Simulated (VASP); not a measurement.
# Si16Au (a cell with a defect) in VASP: single point with PBE

Aim: the single point of Si16Au (a cell with a defect) with PBE.

All numbers are computed with VASP 6.6.1; they aren't measurements. Logs are shortened: lines on timing, memory, paths and dates and some standing lists are left out, and cuts for length are marked.

### 1 The cell of the first run

The cell holds a defect, 17 atoms: a = 7.736 Å, b = 7.736 Å, c = 7.736 Å, α = 60.00°, β = 60.00°, γ = 60.00°.

### 2 Single point, PBE

INCAR

```
SYSTEM = Si16Au
PREC     = Accurate       ! precision mode
ENCUT    = 520            ! plane-wave cutoff, eV
EDIFF    = 1E-6           ! SCF threshold, eV
ISMEAR   = 0              ! smearing method
SIGMA    = 0.02           ! smearing width, eV
LREAL    = Auto         
LASPH    = .True.         ! aspherical terms in the spheres
NELM     = 80             ! most SCF steps
ALGO     = Normal         ! electronic algorithm
ISIF     = 2              ! what is computed and relaxed
LWAVE    = .False.        ! write WAVECAR
LCHARG   = .False.        ! write CHGCAR
GGA      = PE             ! functional
NBANDS   = 52             ! bands
NELECT   = 74.0
```

KPOINTS

```
regular mesh
0
Gamma
  2 2 2
  0 0 0
```

POSCAR

```
Si16Au
1.0
    0.0000000000      5.4700937627     -5.4700937627
    5.4700937627      5.4700937627      0.0000000000
    5.4700937627      0.0000000000     -5.4700937627
Si Au
16 1
Direct
    0.1450501645      0.1353274792      0.1380301751
    0.1226363805      0.6421380789      0.1134400116
    0.5815924074      0.1380299923      0.1353272964
    0.6318359703      0.6282844772      0.1089131240
    0.1217854810      0.1134399202      0.6421381703
    0.1339961492      0.6165838551      0.6183450681
    0.6309663325      0.1089131240      0.6282844772
    0.6310748316      0.6183450681      0.6165838551
    0.2622756688      0.7561487388      0.2473271133
    0.2199317877      0.2800684168      0.2800684168
    0.7344752529      0.7584730134      0.2456245831
    0.7364307039      0.2635695223      0.2635693395
    0.2595704135      0.7404296299      0.7404296299
    0.2614269631      0.2456246745      0.7584731048
    0.7615679330      0.7384321321      0.7384319493
    0.7342485658      0.2473271133      0.7561485560
   -0.0382507154      0.0382507154      0.0382508983
```

Potentials or basis: VASP PAW PBE potentials, release 64 (Si, Au).

Run with:

```console
$ cat potpaw_PBE.64/Si/POTCAR potpaw_PBE.64/Au/POTCAR > POTCAR
$ mpirun -np 1 vasp_std > vasp.out
```

OUTCAR:

```text
SYSTEM = Si16Au
   PREC = Accurate
   ENCUT = 520
   EDIFF = 1E-6
   ISMEAR = 0
   LREAL = Auto
   LASPH = .True.
   NELM = 80
   ISIF = 2
   GGA = PE
   NELECT = 74.0

 ion  position               nearest neighbor table
   1  0.145  0.135  0.138-  10 2.30   9 2.40  14 2.40  17 2.43  12 2.58
   2  0.123  0.642  0.113-  10 2.31  13 2.36   9 2.45  11 2.45  17 2.53
   3  0.582  0.138  0.135-  10 2.30  16 2.40  11 2.40  17 2.43  12 2.58
   4  0.632  0.628  0.109-  12 2.31  11 2.34   9 2.34  15 2.34
   5  0.122  0.113  0.642-  10 2.31  13 2.36  16 2.45  14 2.45  17 2.53
   6  0.134  0.617  0.618-  13 2.35  14 2.35   9 2.35  15 2.35
   7  0.631  0.109  0.628-  12 2.31  14 2.34  16 2.34  15 2.34
   8  0.631  0.618  0.617-  13 2.35  11 2.35  16 2.35  15 2.35
   9  0.262  0.756  0.247-   4 2.34   6 2.35   1 2.40   2 2.45  17 2.82
  10  0.220  0.280  0.280-   3 2.30   1 2.30   2 2.31   5 2.31
  11  0.734  0.758  0.246-   4 2.34   8 2.35   3 2.40   2 2.45  17 2.80
  12  0.736  0.264  0.264-   4 2.31   7 2.31  17 2.47   1 2.58   3 2.58
  13  0.260  0.740  0.740-   8 2.35   6 2.35   5 2.36   2 2.36  17 3.26
  14  0.261  0.246  0.758-   7 2.34   6 2.35   1 2.40   5 2.45  17 2.80
  15  0.762  0.738  0.738-   7 2.34   4 2.34   6 2.35   8 2.35
  16  0.734  0.247  0.756-   7 2.34   8 2.35   3 2.40   5 2.45  17 2.82
  17  0.962  0.038  0.038-   1 2.43   3 2.43  12 2.47   2 2.53   5 2.53  14 2.80  11 2.80   9 2.82
                            16 2.82  13 3.26

  LATTYP: Found a face centered cubic cell.
 ALAT       =    10.9401875254

  Lattice vectors:

 A1 = (   0.0000000000,   5.4700937627,  -5.4700937627)
 A2 = (   5.4700937627,   5.4700937627,   0.0000000000)
 A3 = (   5.4700937627,   0.0000000000,  -5.4700937627)

Analysis of symmetry for initial positions (statically):
[... 5 lines left out ...]
 face centered cubic supercell.

 Subroutine GETGRP returns: Found  2 space group operations
 (whereof  2 operations were pure point group operations)
 out of a pool of 48 trial point group operations.

The static configuration has the point symmetry C_2 .

Analysis of symmetry for dynamics (positions and initial velocities):
[... 5 lines left out ...]
 face centered cubic supercell.

 Subroutine GETGRP returns: Found  2 space group operations
 (whereof  2 operations were pure point group operations)
 out of a pool of 48 trial point group operations.

The dynamic configuration has the point symmetry C_2 .

 Subroutine INISYM returns: Found  2 space group operations
 (whereof  2 operations are pure point group operations),
 and found     1 'primitive' translations

----------------------------------------------------------------------------------------

                                     Primitive cell

  volume of cell :     327.3515

  direct lattice vectors                    reciprocal lattice vectors
     0.000000000  5.470093763 -5.470093763    -0.091406111  0.091406111 -0.091406111
     5.470093763  5.470093763  0.000000000     0.091406111  0.091406111  0.091406111
     5.470093763  0.000000000 -5.470093763     0.091406111 -0.091406111 -0.091406111

  length of vectors
     7.735880787  7.735880787  7.735880787     0.158320029  0.158320029  0.158320029

  position of ions in fractional coordinates (direct lattice)
     0.145050164  0.135327479  0.138030175
     0.122636380  0.642138079  0.113440012
     0.581592407  0.138029992  0.135327296
     0.631835970  0.628284477  0.108913124
     0.121785481  0.113439920  0.642138170
     0.133996149  0.616583855  0.618345068
[... 9 lines left out ...]
     0.734248566  0.247327113  0.756148556
     0.961749285  0.038250715  0.038250898

  ion indices of the primitive-cell ions
   primitive index   ion index
                 1           1
                 2           2
                 3           3
                 4           4
                 5           5
                 6           6
[... 9 lines left out ...]
                16          16
                17          17

----------------------------------------------------------------------------------------

 KPOINTS: regular mesh

Automatic generation of k-mesh.
 Grid dimensions read from file:
 generate k-points for:    2    2    2

 Generating k-lattice:

  Cartesian coordinates                     Fractional coordinates (reciprocal lattice)
    -0.045703056  0.045703056 -0.045703056     0.500000000  0.000000000  0.000000000
     0.045703056  0.045703056  0.045703056     0.000000000  0.500000000  0.000000000
     0.045703056 -0.045703056 -0.045703056     0.000000000  0.000000000  0.500000000

  Length of vectors
     0.079160015  0.079160015  0.079160015

  Shift w.r.t. Gamma in fractional coordinates (k-lattice)
     0.000000000  0.000000000  0.000000000

 Subroutine IBZKPT returns following result:
 ===========================================

 Found      6 irreducible k-points:

 Following reciprocal coordinates:
            Coordinates               Weight
  0.000000  0.000000  0.000000      1.000000
  0.500000  0.000000  0.000000      2.000000
  0.000000  0.500000  0.000000      2.000000
  0.500000  0.500000  0.000000      1.000000
  0.000000  0.500000  0.500000      1.000000
  0.500000  0.000000  0.500000      1.000000
   k-points           NKPTS =      6   k-points in BZ     NKDIM =      6   number of bands    NBANDS=     52
   number of dos      NEDOS =    301   number of ions     NIONS =     17
   total plane-waves  NPLWV = 216000
   dimension x,y,z NGX =    60 NGY =   60 NGZ =   60
   dimension x,y,z NGXF=   120 NGYF=  120 NGZF=  120
   ions per type =              16   1
   NGX,Y,Z   is equivalent  to a cutoff of  12.89, 12.89, 12.89 a.u.
   NGXF,Y,Z  is equivalent  to a cutoff of  25.79, 25.79, 25.79 a.u.
 SYSTEM =  Si16Au
   PREC   = accura    normal or accurate (medium, high low for compatibility)
   ISTART =      0    job   : 0-new  1-cont  2-samecut
   ICHARG =      2    charge: 1-file 2-atom 10-const
   ISPIN  =      1    spin polarized calculation?
   LNONCOLLINEAR =      F non collinear calculations
   LSORBIT =      F    spin-orbit coupling
   LASPH  =      T    aspherical Exc in radial PAW
   ENCUT  =  520.0 eV  38.22 Ry    6.18 a.u.  14.38 14.38 14.38*2*pi/ulx,y,z
   NELM   =     80;   NELMIN=  2; NELMDL= -5     # of ELM steps
   EDIFF  = 0.1E-05   stopping-criterion for ELM
   LREAL  =      T    real-space projection
   EDIFFG = 0.1E-04   stopping-criterion for IOM
   NSW    =      0    number of steps for IOM
   IBRION =     -1    ionic relax: 0-MD 1-quasi-New 2-CG
   NFREE  =      0    steps in history (QN), initial steepest desc. (CG)
   ISIF   =      2    stress and relaxation
   ISYM   =      2    0-nonsym 1-usesym 2-fastsym
   POTIM  = 0.5000    time-step for ionic-motion
   TEBEG  =    0.0;   TEEND  =   0.0 temperature during run
   PSTRESS=    0.0 pullay stress
   NELECT =      74.0000    total number of electrons
   NUPDOWN=      -1.0000    fix difference up-down
   EMIN   =  10.00;   EMAX   =-10.00  energy-range for DOS
   EFERMI =   0.00;   METHOD = LEGACY
   ISMEAR =     0;   SIGMA  =   0.02  broadening in eV -4-tet -1-fermi 0-gaus
   EFERMI_NEDOS =   21; number of points for ismear=-14 and -15
   IALGO  =     38    algorithm
   IMIX   =      4    mixing-type and parameters
     AMIX     =   0.40;   BMIX     =  1.00
     AMIX_MAG =   1.60;   BMIX_MAG =  1.00
  volume/ion in A,a.u.               =      19.26       129.95
  Fermi-wavevector in a.u.,A,eV,Ry     =   0.997273  1.884572 13.531715  0.994553
  Thomas-Fermi vector in A             =   2.129418
   LORBIT       =      0    0 simple, 1 ext, 2 COOP (PROOUT), +10 PAW based schemes
   GGA     = PE    functional components
   LHFCALC =     F    Hartree Fock is set to
   AEXX    =    0.0000 exact exchange contribution
   IVDW    =     0    specifies the selected vdW correction
   LEPSILON=     F    determine dielectric tensor
   LRPA    =     F    only Hartree local field effects (RPA)
 non-spin polarized calculation
 Gauss-broadening in eV      SIGMA  =   0.02
  energy-cutoff  :      520.00
  volume of cell :      327.35
 maximum number of plane-waves:      8824
 NGX is ok and might be reduce to    60
   NGX = 29   NGY = 29   NGZ = 29

 number of electron      74.0000000 magnetization

 Free energy of the ion-electron system (eV)
  ---------------------------------------------------
  ext. energy  EPLUGINS =         0.00000000
  ---------------------------------------------------
  free energy    TOTEN  =       -92.69983084 eV

  energy without entropy =      -92.69983084  energy(sigma->0) =      -92.69983084

 E-fermi :   6.4808     XC(G=0):  -9.6357

 val. band max:        6.3921696776   @ k =   0.0000   0.0000   0.0000
 cond. band min:       6.7210373292   @ k =   0.0000   0.0000   0.0000
 fundamental gap:      0.3288676516
 Fermi energy:         6.4808398738

 k-point     1 :       0.0000    0.0000    0.0000
  band No.  band energies     occupation
      1      -5.8438      2.00000
      2      -3.5304      2.00000
      3      -3.4213      2.00000
      4      -3.4036      2.00000
      5      -3.3817      2.00000
      6      -2.2441      2.00000
[... 41 lines left out ...]
     48       8.6120      0.00000
     49       8.8942      0.00000

 k-point     2 :       0.5000    0.0000    0.0000
  band No.  band energies     occupation
      1      -5.1831      2.00000
      2      -4.8687      2.00000
      3      -3.4005      2.00000
      4      -3.1313      2.00000
      5      -3.1119      2.00000
      6      -3.0225      2.00000
[... 41 lines left out ...]
     48       9.8638      0.00000
     49      10.0598      0.00000

 k-point     3 :       0.0000    0.5000    0.0000
  band No.  band energies     occupation
      1      -5.2431      2.00000
      2      -4.8078      2.00000
      3      -3.3366      2.00000
      4      -3.1509      2.00000
      5      -3.1276      2.00000
      6      -3.0431      2.00000
[... 41 lines left out ...]
     48       9.8583      0.00000
     49      10.0872      0.00000

 k-point     4 :       0.5000    0.5000    0.0000
  band No.  band energies     occupation
      1      -4.9413      2.00000
      2      -4.6420      2.00000
      3      -3.8921      2.00000
      4      -3.7086      2.00000
      5      -3.6653      2.00000
      6      -3.6230      2.00000
[... 41 lines left out ...]
     48      10.5427      0.00000
     49      10.5745      0.00000

 k-point     5 :       0.0000    0.5000    0.5000
  band No.  band energies     occupation
      1      -4.9732      2.00000
      2      -4.6054      2.00000
      3      -3.8972      2.00000
      4      -3.7292      2.00000
      5      -3.6481      2.00000
      6      -3.6277      2.00000
[... 41 lines left out ...]
     48      10.5540      0.00000
     49      10.5653      0.00000

 k-point     6 :       0.5000    0.0000    0.5000
  band No.  band energies     occupation
      1      -4.9405      2.00000
      2      -4.6435      2.00000
      3      -3.8909      2.00000
      4      -3.7067      2.00000
      5      -3.6650      2.00000
      6      -3.6250      2.00000
[... 41 lines left out ...]
     48      10.5523      0.00000
     49      10.5731      0.00000
 [bands above 49 left out]

------------------------ aborting loop because EDIFF is reached ----------------------------------------

  FORCE on cell =-STRESS in cart. coord.  units (eV):
  Direction    XX          YY          ZZ          XY          YZ          ZX
  --------------------------------------------------------------------------------------
  -------------------------------------------------------------------------------------
  Total        0.0975004     -1.6673719     -1.6130298      0.0000000     -1.4678718      0.0000000
  in kB        0.4772023     -8.1607253     -7.8947549      0.0000000     -7.1842992      0.0000000
  external PRESSURE =      -5.1927593 kB  Pullay stress =       0.0000000 kB

 VOLUME and BASIS-vectors are now :
 -----------------------------------------------------------------------------
  energy-cutoff  :      520.00
  volume of cell :      327.35
      direct lattice vectors                 reciprocal lattice vectors
     0.000000000  5.470093763 -5.470093763    -0.091406111  0.091406111 -0.091406111
     5.470093763  5.470093763  0.000000000     0.091406111  0.091406111  0.091406111
     5.470093763  0.000000000 -5.470093763     0.091406111 -0.091406111 -0.091406111

 POSITION                                       TOTAL-FORCE (eV/Angst)
 -----------------------------------------------------------------------------------
      1.49529      1.53369     -1.54848        -0.000272     -0.002538      0.004450
      4.13308      4.18339     -1.29136         0.008321     -0.011546     -0.013851
      1.49529      3.93640     -3.92162        -0.000272      0.002538     -0.004450
      4.03254      6.89298     -4.05197         0.024421     -0.031802     -0.029194
      4.13308      1.28670     -4.17873         0.008321      0.011546      0.013851
      6.75518      4.10574     -4.11538        -0.028664      0.023782     -0.014796
[... 9 lines left out ...]
      5.48911      5.36931     -8.15261        -0.003303     -0.010495     -0.035337
      0.41847      5.47009     -5.47009         0.018435      0.000000      0.000000
 -----------------------------------------------------------------------------------
    total drift:                                0.001590     -0.000038      0.000386

  FREE ENERGIE OF THE ION-ELECTRON SYSTEM (eV)
  ---------------------------------------------------
  free  energy   TOTEN  =       -92.6998308444 eV

  energy  without entropy=      -92.6998308444  energy(sigma->0) =      -92.69983084
```

It took 1.7 min on 1 thread of AMD EPYC 9R45 (Zen 5), shared host; peak memory 0.48 GiB.

Results:

```
Free energy   : -92.6998 eV
Largest force : 0.050 eV/Å
```

Forces on the atoms (eV/Å):
```
Si   0.000 -0.003  0.004
Si   0.008 -0.012 -0.014
Si   0.000  0.003 -0.004
Si   0.024 -0.032 -0.029
Si   0.008  0.012  0.014
Si  -0.029  0.024 -0.015
Si   0.024  0.032  0.029
Si  -0.029 -0.024  0.015
Si  -0.003  0.010  0.035
Si  -0.016  0.000  0.000
Si  -0.009  0.031  0.009
Si  -0.028  0.000  0.000
Si   0.025  0.000  0.000
Si  -0.009 -0.031 -0.009
Si   0.015  0.000  0.000
Si  -0.003 -0.010 -0.035
Au   0.018  0.000  0.000
```

Caveat: the k points lie up to 0.50 Å⁻¹ apart; the cell carries a net charge on a neutralising background, which shifts energy and pressure; the cell is charged against a uniform background, so pressure and absolute levels hang on convention; spin-orbit coupling is left out, which moves the levels of the heavy elements.
